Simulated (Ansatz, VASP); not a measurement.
## Two plane-wave programs on BaTiO3

```
Ba Ti O
1.0
     2.84002    1.63968    2.33136
    -2.84002    1.63968    2.33136
     0.00000   -3.27937    2.33136
Ba Ti O
1 1 3
Direct
  0.00129 0.00129 0.00129
  0.51472 0.51472 0.51472
  0.48822 0.97864 0.48822
  0.48822 0.48822 0.97864
  0.97864 0.48822 0.48822
```

Alike in both runs: functional r2SCAN; k mesh 6 × 6 × 6; occupations gaussian, width 0.02 eV; no spin polarisation.

Ansatz relaxed the structure, and its values are those at the end. VASP's run is a single point on that final structure, the one shown.

|  | VASP | Ansatz |
| --- | --- | --- |
| version | VASP 6.6.1 | Ansatz 0.2.0 |
| potentials or method | VASP PAW PBE potentials, release 64 (Ba_sv, Ti_sv, O), cutoff 520 eV | scalar-relativistic, plane waves, PAW |
| valence electrons in the cell | 40 | 40 |

|  | VASP | Ansatz | Ansatz less VASP |
| --- | --- | --- | --- |
| gap on the k mesh at the Fermi level (eV) | 2.85 | 2.87 | +0.020 |
| least direct gap on the mesh (eV) | 3.31 | 3.29 | -0.019 |
| pressure (GPa) | 1.9 | 0.0 | -1.90 |
| rms of the force components (eV/Å) | 0.064 | 0.000 | -0.0639 |

VASP's potentials were made for PBE, not for r2SCAN.

Neither program's run includes spin-orbit coupling.
